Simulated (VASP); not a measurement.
Crystal: TiSi (zincblende type).

```
CELL_PARAMETERS angstrom
0.00000 2.94901 2.94901
2.94901 0.00000 2.94901
2.94901 2.94901 0.00000
ATOMIC_POSITIONS crystal
Ti 0.00000 0.00000 0.00000
Si 0.25000 0.25000 0.25000
```

- Program: VASP 6.6.1
- Task: relaxation of cell and atoms
- Functional: PBE
- Potentials or basis: VASP PAW PBE potentials, release 64 (Ti_sv, Si)
- Cutoff: 600 eV
- k mesh: 12 × 12 × 12
- Occupations: fermi-dirac, width 0.05 eV
- Spin: no spin polarisation

At the start: pressure -3.1 GPa; volume 25.65 Å³/atom.

**Question.** Where does the relaxation end?

**Answer.** Over 3 steps the energy falls by 13.4 meV/atom and the volume is 24.30 Å³/atom (-5.3 %); space group F-43m (No. 216, to 0.05 Å).

Step by step:
```
step  energy change (eV)  largest force (eV/Å)  pressure (GPa)  volume (Å³)
   1              0.0000                0.0000           -3.11        51.29
   2             -0.0236                0.0000            1.16        47.69
   3             -0.0268                0.0000           -0.01        48.59
```

Final structure:
```
Ti Si
1.0
     0.00000    2.89633    2.89633
     2.89633    0.00000    2.89633
     2.89633    2.89633    0.00000
Ti Si
1 1
Direct
  0.00000 0.00000 0.00000
  0.25000 0.25000 0.25000
```
